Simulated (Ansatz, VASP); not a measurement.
## Ta5W in VASP and in Ansatz

Contents of INCAR:

```
PREC = Accurate ; ENCUT = 520
EDIFF = 1E-6 ; ISMEAR = -1
SIGMA = 0.08 ; LREAL = F
LASPH = T ; NELM = 100
ALGO = Normal ; ISIF = 2
LWAVE = F ; LCHARG = F
LDIPOL = T ; IDIPOL = 3
DIPOL = 0.5 0.5 0.500 ; GGA = PE
NBANDS = 44
```

Contents of KPOINTS:

```
regular mesh
0
Gamma
  12 12 1
```

Contents of POSCAR:

```
Ta5W
1.0
    3.3195547178      0.0000000000      0.0000000000
    0.0000000000      3.3195547178      0.0000000000
    0.0000000000      0.0000000000     24.2989000000
W Ta
1 5
Direct
    0.2500000000      0.2500000000      0.3367527515
    0.7500000000      0.7500000000      0.3967757328
    0.2500000000      0.2500000000      0.4643958381
    0.7500000000      0.7500000000      0.5356042256
    0.2500000000      0.2500000000      0.6032242381
    0.7500000000      0.7500000000      0.6632472139
```

Input for Ansatz:

```yaml
crystal:
  lattice:
    - [3.3195547178, 0.0, 0.0]
    - [0.0, 3.3195547178, 0.0]
    - [0.0, 0.0, 24.2989]
  atoms:
    - { symbol: W, position: [0.25, 0.25, 0.3367527515] }
    - { symbol: Ta, position: [0.75, 0.75, 0.3967757328] }
    - { symbol: Ta, position: [0.25, 0.25, 0.4643958381] }
    - { symbol: Ta, position: [0.75, 0.75, 0.5356042256] }
    - { symbol: Ta, position: [0.25, 0.25, 0.6032242381] }
    - { symbol: Ta, position: [0.75, 0.75, 0.6632472139] }
kpoints:
  mp_grid: { grid: [12, 12, 1] }
scf:
  occupations: { method: fermi_dirac, width: 0.08 }
hamiltonian:
  xc: pbe
  pseudopotentials: { kind: paw }
output:
  forces: true
  stress: true
  eigenvalues: true
efield:
  axis: 3
  amplitude: 0
  dipole_correction: true
```

Alike in both runs: task single point; functional PBE; k mesh 12 × 12 × 1; occupations fermi-dirac, width 0.08 eV; no spin polarisation.

```csv
,VASP,Ansatz
version,VASP 6.6.1,Ansatz 0.2.0
potentials or method,"VASP PAW PBE potentials, release 64 (W_sv, Ta_pv)","PAW with Ansatz's default frozen-core files, scalar-relativistic"
plane-wave cutoff (eV),520,420
valence electrons in the cell,69,79
```

```tsv
	VASP	Ansatz	Ansatz less VASP
rms of the force components (eV/Å)	0.425	0.429	+0.0041
```

Atom by atom the forces differ by 0.005 eV/Å (rms over components). The functional is the same, so the differences come from potentials, cutoffs and numerics. VASP's potentials hold 69 valence electrons a cell and Ansatz's 79, so a difference there can come from the potentials and not from the codes.

Neither program's run includes spin-orbit coupling.
